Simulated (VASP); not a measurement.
# InSb3 in VASP: notebook

Runs on InSb3. Level: PBE. Tasks: single point.

Everything below comes from runs of VASP 6.6.1. Logs are shortened: lines on timing, memory, paths and dates and some standing lists are left out, and cuts for length are marked.

## Step 1: The cell of the first run

The structure is cubic, space group Pm-3m (No. 221). Conventional cell: a = 4.958 Å, b = 4.958 Å, c = 4.958 Å, α = 90.00°, β = 90.00°, γ = 90.00°. In (site symmetry m-3m) has 12 Sb at 3.51 Å within 4.6 Å. Within 4.6 Å of Sb (site symmetry 4/mmm) lie 4 In at 3.51 Å and 8 Sb at 3.51 Å.

## Step 2: Single point, PBE

INCAR reads:

```
SYSTEM = InSb3
PREC = Accurate
ENCUT = 520
EDIFF = 1E-6
ISMEAR = 0
SIGMA = 0.15
LREAL = .False.
LASPH = .True.
NELM = 80
ALGO = Normal
ISIF = 2
LWAVE = .False.
LCHARG = .False.
GGA = PE
NBANDS = 22
```

KPOINTS reads:

```
regular mesh
0
Gamma
  8 8 8
  0 0 0
```

POSCAR reads:

```
InSb3
1.0
    4.9582785820      0.0000000000      0.0000000000
    0.0000000000      4.9582785820      0.0000000000
    0.0000000000      0.0000000000      4.9582785820
In Sb
1 3
Direct
    0.0000000000      0.0000000000      0.0000000000
    0.5000000000      0.0000000000      0.5000000000
    0.0000000000      0.5000000000      0.5000000000
    0.5000000000      0.5000000000      0.0000000000
```

Potentials or basis: VASP PAW PBE potentials, release 64 (In_d, Sb).

Command:

```console
$ cat potpaw_PBE.64/In_d/POTCAR potpaw_PBE.64/Sb/POTCAR > POTCAR
$ mpirun -np 1 vasp_std > vasp.out
```

OUTCAR:

```text
SYSTEM = InSb3
   PREC = Accurate
   ENCUT = 520
   EDIFF = 1E-6
   ISMEAR = 0
   LREAL = .False.
   LASPH = .True.
   NELM = 80
   ISIF = 2
   GGA = PE

 ion  position               nearest neighbor table
   1  0.000  0.000  0.000-   2 3.51   3 3.51   4 3.51   2 3.51   3 3.51   3 3.51   4 3.51   3 3.51
                             2 3.51   4 3.51   2 3.51   4 3.51
   2  0.500  0.000  0.500-   1 3.51   3 3.51   4 3.51   1 3.51   4 3.51   3 3.51   4 3.51   4 3.51
                             1 3.51   3 3.51   1 3.51   3 3.51
   3  0.000  0.500  0.500-   1 3.51   2 3.51   4 3.51   1 3.51   4 3.51   1 3.51   2 3.51   1 3.51
                             2 3.51   4 3.51   4 3.51   2 3.51
   4  0.500  0.500  0.000-   1 3.51   2 3.51   3 3.51   2 3.51   3 3.51   1 3.51   2 3.51   2 3.51
                             1 3.51   3 3.51   3 3.51   1 3.51

  LATTYP: Found a simple cubic cell.
 ALAT       =     4.9582785820

  Lattice vectors:

 A1 = (   4.9582785820,   0.0000000000,   0.0000000000)
 A2 = (   0.0000000000,   4.9582785820,   0.0000000000)
 A3 = (   0.0000000000,   0.0000000000,   4.9582785820)

Analysis of symmetry for initial positions (statically):
=====================================================================
 Subroutine PRICEL returns:
 Original cell was already a primitive cell.

 Routine SETGRP: Setting up the symmetry group for a
 simple cubic supercell.

 Subroutine GETGRP returns: Found 48 space group operations
 (whereof 48 operations were pure point group operations)
 out of a pool of 48 trial point group operations.

The static configuration has the point symmetry O_h .

Analysis of symmetry for dynamics (positions and initial velocities):
=====================================================================
 Subroutine PRICEL returns:
 Original cell was already a primitive cell.

 Routine SETGRP: Setting up the symmetry group for a
 simple cubic supercell.

 Subroutine GETGRP returns: Found 48 space group operations
 (whereof 48 operations were pure point group operations)
 out of a pool of 48 trial point group operations.

The dynamic configuration has the point symmetry O_h .

 Subroutine INISYM returns: Found 48 space group operations
 (whereof 48 operations are pure point group operations),
 and found     1 'primitive' translations

----------------------------------------------------------------------------------------

                                     Primitive cell

  volume of cell :     121.8969

  direct lattice vectors                    reciprocal lattice vectors
     4.958278582  0.000000000  0.000000000     0.201682899  0.000000000  0.000000000
     0.000000000  4.958278582  0.000000000     0.000000000  0.201682899  0.000000000
     0.000000000  0.000000000  4.958278582     0.000000000  0.000000000  0.201682899

  length of vectors
     4.958278582  4.958278582  4.958278582     0.201682899  0.201682899  0.201682899

  position of ions in fractional coordinates (direct lattice)
     0.000000000  0.000000000  0.000000000
     0.500000000  0.000000000  0.500000000
     0.000000000  0.500000000  0.500000000
     0.500000000  0.500000000  0.000000000

  ion indices of the primitive-cell ions
   primitive index   ion index
                 1           1
                 2           2
                 3           3
                 4           4

----------------------------------------------------------------------------------------

 KPOINTS: regular mesh

Automatic generation of k-mesh.
 Grid dimensions read from file:
 generate k-points for:    8    8    8

 Generating k-lattice:

  Cartesian coordinates                     Fractional coordinates (reciprocal lattice)
     0.025210362  0.000000000  0.000000000     0.125000000  0.000000000  0.000000000
     0.000000000  0.025210362  0.000000000     0.000000000  0.125000000  0.000000000
     0.000000000  0.000000000  0.025210362     0.000000000  0.000000000  0.125000000

  Length of vectors
     0.025210362  0.025210362  0.025210362

  Shift w.r.t. Gamma in fractional coordinates (k-lattice)
     0.000000000  0.000000000  0.000000000

 Subroutine IBZKPT returns following result:
 ===========================================

 Found     35 irreducible k-points:

 Following reciprocal coordinates:
            Coordinates               Weight
  0.000000  0.000000  0.000000      1.000000
  0.125000  0.000000  0.000000      6.000000
  0.250000  0.000000  0.000000      6.000000
  0.375000  0.000000  0.000000      6.000000
  0.500000  0.000000  0.000000      3.000000
  0.125000  0.125000  0.000000     12.000000
[... 16 lines left out ...]
  0.375000  0.375000  0.125000     24.000000
  0.500000  0.375000  0.125000     24.000000
 [... further k-points ...]
   k-points           NKPTS =     35   k-points in BZ     NKDIM =     35   number of bands    NBANDS=     22
   number of dos      NEDOS =    301   number of ions     NIONS =      4
   total plane-waves  NPLWV =  64000
   dimension x,y,z NGX =    40 NGY =   40 NGZ =   40
   dimension x,y,z NGXF=    80 NGYF=   80 NGZF=   80
   ions per type =               1   3
   NGX,Y,Z   is equivalent  to a cutoff of  13.41, 13.41, 13.41 a.u.
   NGXF,Y,Z  is equivalent  to a cutoff of  26.82, 26.82, 26.82 a.u.
 SYSTEM =  InSb3
   PREC   = accura    normal or accurate (medium, high low for compatibility)
   ISTART =      0    job   : 0-new  1-cont  2-samecut
   ICHARG =      2    charge: 1-file 2-atom 10-const
   ISPIN  =      1    spin polarized calculation?
   LNONCOLLINEAR =      F non collinear calculations
   LSORBIT =      F    spin-orbit coupling
   LASPH  =      T    aspherical Exc in radial PAW
   ENCUT  =  520.0 eV  38.22 Ry    6.18 a.u.   9.22  9.22  9.22*2*pi/ulx,y,z
   NELM   =     80;   NELMIN=  2; NELMDL= -5     # of ELM steps
   EDIFF  = 0.1E-05   stopping-criterion for ELM
   LREAL  =      F    real-space projection
[... 7 lines left out ...]
   TEBEG  =    0.0;   TEEND  =   0.0 temperature during run
   PSTRESS=    0.0 pullay stress
   NELECT =      28.0000    total number of electrons
   NUPDOWN=      -1.0000    fix difference up-down
   EMIN   =  10.00;   EMAX   =-10.00  energy-range for DOS
   EFERMI =   0.00;   METHOD = LEGACY
   ISMEAR =     0;   SIGMA  =   0.15  broadening in eV -4-tet -1-fermi 0-gaus
   EFERMI_NEDOS =   21; number of points for ismear=-14 and -15
   IALGO  =     38    algorithm
   IMIX   =      4    mixing-type and parameters
     AMIX     =   0.40;   BMIX     =  1.00
     AMIX_MAG =   1.60;   BMIX_MAG =  1.00
  volume/ion in A,a.u.               =      30.47       205.65
  Fermi-wavevector in a.u.,A,eV,Ry     =   1.002605  1.894649 13.676808  1.005217
  Thomas-Fermi vector in A             =   2.135103
   LORBIT       =      0    0 simple, 1 ext, 2 COOP (PROOUT), +10 PAW based schemes
   GGA     = PE    functional components
   LHFCALC =     F    Hartree Fock is set to
   AEXX    =    0.0000 exact exchange contribution
   IVDW    =     0    specifies the selected vdW correction
   LEPSILON=     F    determine dielectric tensor
   LRPA    =     F    only Hartree local field effects (RPA)
 non-spin polarized calculation
 Gauss-broadening in eV      SIGMA  =   0.15
  energy-cutoff  :      520.00
  volume of cell :      121.90
 maximum number of plane-waves:      3328
 NGX is ok and might be reduce to    40
   NGX = 19   NGY = 19   NGZ = 19

 number of electron      28.0000007 magnetization

 Free energy of the ion-electron system (eV)
  ---------------------------------------------------
  ext. energy  EPLUGINS =         0.00000000
  ---------------------------------------------------
  free energy    TOTEN  =       -14.12527458 eV

  energy without entropy =      -14.10468462  energy(sigma->0) =      -14.11497960

 E-fermi :   6.6835     XC(G=0):  -9.6528

 val. band max:        6.6776872819   @ k =   0.5000   0.2500   0.1250
 cond. band min:       6.7119629510   @ k =   0.5000   0.3750   0.1250
 fundamental gap:      0.0342756692
 Fermi energy:         6.6835408535

 k-point     1 :       0.0000    0.0000    0.0000
  band No.  band energies     occupation
      1      -7.7142      2.00000
      2      -7.7142      2.00000
      3      -7.7041      2.00000
      4      -7.7041      2.00000
      5      -7.7041      2.00000
      6      -4.8063      2.00000
[... 14 lines left out ...]
     21      11.4776      0.00000
     22      11.8843      0.00000

 k-point     2 :       0.1250    0.0000    0.0000
  band No.  band energies     occupation
      1      -7.7137      2.00000
      2      -7.7126      2.00000
      3      -7.7051      2.00000
      4      -7.7051      2.00000
      5      -7.7041      2.00000
      6      -4.7210      2.00000
[... 14 lines left out ...]
     21      11.9322      0.00000
     22      11.9577      0.00000

 k-point     3 :       0.2500    0.0000    0.0000
  band No.  band energies     occupation
      1      -7.7124      2.00000
      2      -7.7088      2.00000
      3      -7.7076      2.00000
      4      -7.7076      2.00000
      5      -7.7040      2.00000
      6      -4.4701      2.00000
[... 14 lines left out ...]
     21      11.6153      0.00000
     22      12.0192      0.00000

 k-point     4 :       0.3750    0.0000    0.0000
  band No.  band energies     occupation
      1      -7.7112      2.00000
      2      -7.7101      2.00000
      3      -7.7101      2.00000
      4      -7.7050      2.00000
      5      -7.7039      2.00000
      6      -4.0813      2.00000
[... 14 lines left out ...]
     21      10.8803      0.00000
     22      12.5079      0.00000

 k-point     5 :       0.5000    0.0000    0.0000
  band No.  band energies     occupation
      1      -7.7111      2.00000
      2      -7.7111      2.00000
      3      -7.7106      2.00000
      4      -7.7039      2.00000
      5      -7.7034      2.00000
      6      -3.7711      2.00000
[... 417 lines left out ...]
 k-point    22 :       0.5000    0.2500    0.1250
  band No.  band energies     occupation
      1      -7.7186      2.00000
      2      -7.7129      2.00000
      3      -7.7087      2.00000
      4      -7.7057      2.00000
      5      -7.6989      2.00000
      6      -3.3580      2.00000
[... 14 lines left out ...]
     21      11.0850      0.00000
     22      13.9017      0.00000

 k-point    23 :       0.3750    0.3750    0.1250
  band No.  band energies     occupation
      1      -7.7218      2.00000
      2      -7.7116      2.00000
      3      -7.7114      2.00000
      4      -7.7045      2.00000
      5      -7.6971      2.00000
      6      -3.2966      2.00000
[... 14 lines left out ...]
     21      12.0600      0.00000
     22      13.1616      0.00000

 k-point    24 :       0.5000    0.3750    0.1250
  band No.  band energies     occupation
      1      -7.7237      2.00000
      2      -7.7126      2.00000
      3      -7.7114      2.00000
      4      -7.7039      2.00000
      5      -7.6956      2.00000
      6      -2.9673      2.00000
[... 14 lines left out ...]
     21      11.4823      0.00000
     22      14.0266      0.00000

 [... further k-points ...]
[... 5 lines left out ...]
  --------------------------------------------------------------------------------------
  -------------------------------------------------------------------------------------
  Total       -2.8420551     -2.8420551     -2.8420551     -0.0000000      0.0000000     -0.0000000
  in kB      -37.3551342    -37.3551342    -37.3551342     -0.0000000      0.0000000     -0.0000000
  external PRESSURE =     -37.3551342 kB  Pullay stress =       0.0000000 kB

 VOLUME and BASIS-vectors are now :
 -----------------------------------------------------------------------------
  energy-cutoff  :      520.00
  volume of cell :      121.90
      direct lattice vectors                 reciprocal lattice vectors
     4.958278582  0.000000000  0.000000000     0.201682899  0.000000000  0.000000000
     0.000000000  4.958278582  0.000000000     0.000000000  0.201682899  0.000000000
     0.000000000  0.000000000  4.958278582     0.000000000  0.000000000  0.201682899

 POSITION                                       TOTAL-FORCE (eV/Angst)
 -----------------------------------------------------------------------------------
      0.00000      0.00000      0.00000         0.000000      0.000000      0.000000
      2.47914      0.00000      2.47914         0.000000      0.000000      0.000000
      0.00000      2.47914      2.47914         0.000000      0.000000      0.000000
      2.47914      2.47914      0.00000         0.000000      0.000000      0.000000
 -----------------------------------------------------------------------------------
    total drift:                               -0.000000     -0.000000     -0.000000

  FREE ENERGIE OF THE ION-ELECTRON SYSTEM (eV)
  ---------------------------------------------------
  free  energy   TOTEN  =       -14.1252745816 eV

  energy  without entropy=      -14.1046846196  energy(sigma->0) =      -14.11497960
```

Wall time 91 s (1 thread of Intel Xeon 8259CL, shared host); peak memory 0.29 GiB.

Results:

| Quantity | Value |
| --- | --- |
| Free energy | -14.1253 eV |
| Pressure | -3.7 GPa |
| Band gap on the k mesh | zero (bands 14 and 15 overlap by 4.06 eV) |

Caveat: the cell stands under tension; spin-orbit coupling is left out, which moves the levels of the heavy elements.

## Step 3: Single point, PBE

This run uses another cell than the first one, of 26.24 Å³/atom.

INCAR reads:

```
SYSTEM = InSb3
PREC = Accurate
ENCUT = 520
EDIFF = 1E-6
ISMEAR = 0
SIGMA = 0.15
LREAL = .False.
LASPH = .True.
NELM = 60
ALGO = Normal
ISIF = 2
LWAVE = .False.
LCHARG = .True.
GGA = PE
LELF = .True.
LVHAR = .True.
NBANDS = 22
```

KPOINTS is that of step 2.

POSCAR reads:

```
InSb3
1.0
    4.7175854470      0.0560815005      0.0560815005
    0.0560815005      4.7175854470      0.0560815005
    0.0560815005      0.0560815005      4.7175854470
In Sb
1 3
Direct
    0.0000000000      0.0000000000      0.0000000000
    0.5000000000      0.0000000000      0.5000000000
    0.0000000000      0.5000000000      0.5000000000
    0.5000000000      0.5000000000      0.0000000000
```

Potentials or basis: VASP PAW PBE potentials, release 64 (In_d, Sb).

Command:

```console
$ cat potpaw_PBE.64/In_d/POTCAR potpaw_PBE.64/Sb/POTCAR > POTCAR
$ mpirun -np 1 vasp_std > vasp.out
```

OUTCAR:

```text
SYSTEM = InSb3
   PREC = Accurate
   ENCUT = 520
   EDIFF = 1E-6
   ISMEAR = 0
   LREAL = .False.
   LASPH = .True.
   NELM = 60
   ISIF = 2
   GGA = PE

 ion  position               nearest neighbor table
   1  0.000  0.000  0.000-   2 3.30   3 3.30   3 3.30   4 3.30   2 3.30   4 3.30   2 3.38   3 3.38
                             3 3.38   4 3.38   2 3.38   4 3.38
   2  0.500  0.000  0.500-   1 3.30   4 3.30   3 3.30   4 3.30   1 3.30   3 3.30   1 3.38   4 3.38
                             3 3.38   4 3.38   1 3.38   3 3.38
   3  0.000  0.500  0.500-   1 3.30   4 3.30   1 3.30   2 3.30   2 3.30   4 3.30   1 3.38   1 3.38
                             2 3.38   4 3.38   4 3.38   2 3.38
   4  0.500  0.500  0.000-   2 3.30   3 3.30   1 3.30   2 3.30   1 3.30   3 3.30   1 3.38   2 3.38
                             2 3.38   3 3.38   3 3.38   1 3.38

  LATTYP: Found a trigonal (rhomboedric) cell.
 ALAT       =     4.7182520830
 COS(alpha) =     0.0239100711

  Lattice vectors:

 A1 = (   4.7175854470,   0.0560815005,   0.0560815005)
 A2 = (   0.0560815005,   4.7175854470,   0.0560815005)
 A3 = (   0.0560815005,   0.0560815005,   4.7175854470)

Analysis of symmetry for initial positions (statically):
=====================================================================
 Subroutine PRICEL returns:
[... 171 lines left out ...]
  free energy    TOTEN  =       -14.17601598 eV

  energy without entropy =      -14.15601858  energy(sigma->0) =      -14.16601728

 E-fermi :   8.5265     XC(G=0): -10.3128

 val. band max:        8.5107496920   @ k =   0.1250   0.0000   0.0000
 cond. band min:       8.5291904475   @ k =   0.5000   0.3750   0.1250
 fundamental gap:      0.0184407555
 Fermi energy:         8.5264676215

 k-point     1 :       0.0000    0.0000    0.0000
  band No.  band energies     occupation
      1      -6.0455      2.00000
      2      -6.0455      2.00000
      3      -6.0268      2.00000
      4      -6.0228      2.00000
      5      -6.0228      2.00000
      6      -4.0401      2.00000
[... 589 lines left out ...]
     21      13.8417      0.00000
     22      14.9266      0.00000

 [... further k-points ...]
[... 5 lines left out ...]
  --------------------------------------------------------------------------------------
  -------------------------------------------------------------------------------------
  Total        2.3438766      2.3438766      2.3438766     -0.3841971     -0.3841971     -0.3841971
  in kB       35.7823370     35.7823370     35.7823370     -5.8652705     -5.8652705     -5.8652705
  external PRESSURE =      35.7823370 kB  Pullay stress =       0.0000000 kB

 VOLUME and BASIS-vectors are now :
 -----------------------------------------------------------------------------
  energy-cutoff  :      520.00
  volume of cell :      104.95
      direct lattice vectors                 reciprocal lattice vectors
     4.717585447  0.056081500  0.056081500     0.212032067 -0.002490973 -0.002490973
     0.056081500  4.717585447  0.056081500    -0.002490973  0.212032067 -0.002490973
     0.056081500  0.056081500  4.717585447    -0.002490973 -0.002490973  0.212032067

 POSITION                                       TOTAL-FORCE (eV/Angst)
 -----------------------------------------------------------------------------------
      0.00000      0.00000      0.00000        -0.000000     -0.000000     -0.000000
      2.38683      0.05608      2.38683        -0.000000     -0.000000     -0.000000
      0.05608      2.38683      2.38683         0.000000      0.000000     -0.000000
      2.38683      2.38683      0.05608        -0.000000     -0.000000      0.000000
 -----------------------------------------------------------------------------------
    total drift:                                0.000000     -0.000000     -0.000000

  FREE ENERGIE OF THE ION-ELECTRON SYSTEM (eV)
  ---------------------------------------------------
  free  energy   TOTEN  =       -14.1760159788 eV

  energy  without entropy=      -14.1560185813  energy(sigma->0) =      -14.16601728
```

OSZICAR:

```text
N       E                     dE             d eps       ncg     rms          rms(c)
DAV:   1     0.191009800177E+03    0.19101E+03   -0.10991E+04  2860   0.119E+03
DAV:   2     0.247327837978E+01   -0.18854E+03   -0.18205E+03  3120   0.296E+02
DAV:   3    -0.136404886945E+02   -0.16114E+02   -0.15560E+02  3572   0.878E+01
DAV:   4    -0.141877097133E+02   -0.54722E+00   -0.54485E+00  3334   0.165E+01
DAV:   5    -0.142130082598E+02   -0.25299E-01   -0.25295E-01  4264   0.382E+00    0.383E+00
DAV:   6    -0.141853194217E+02    0.27689E-01   -0.45192E-02  3574   0.284E+00    0.216E+00
DAV:   7    -0.141763442809E+02    0.89751E-02   -0.22932E-02  3756   0.158E+00    0.180E-01
DAV:   8    -0.141760016321E+02    0.34265E-03   -0.22176E-03  3418   0.596E-01    0.642E-02
DAV:   9    -0.141760165312E+02   -0.14899E-04   -0.13161E-04  3354   0.879E-02    0.212E-02
DAV:  10    -0.141760159788E+02    0.55240E-06   -0.64206E-06  3846   0.171E-02
   1 F= -.14176016E+02 E0= -.14166017E+02  d E =-.199974E-01
```

Wall time 1.8 min (1 thread of Intel Xeon 8259CL, shared host); peak memory 0.3 GiB.

Results:

| Quantity | Value |
| --- | --- |
| Free energy | -14.1760 eV |
| Pressure | 3.6 GPa |
| Band gap on the k mesh | zero (bands 14 and 15 overlap by 4.68 eV) |

Levels at points of the mesh, in eV from the Fermi level:
```tsv
k point	band 12	band 13	band 14	band 15	band 16	band 17
(0.00, 0.00, 0.00)	-3.57	0.31	0.31	0.78	1.55	1.99
(0.50, 0.00, 0.00)	-2.31	-2.17	-1.19	-0.93	2.03	2.32
(0.50, 0.50, 0.00)	-1.64	-1.36	-1.27	-1.08	-0.29	1.01
(0.50, 0.50, 0.50)	-5.24	-4.89	3.60	3.60	3.86	4.06
```

Caveat: the cell stands under pressure; spin-orbit coupling is left out, which moves the levels of the heavy elements.

The gap in the log of VASP goes by the Fermi energy; the results here count the filled bands.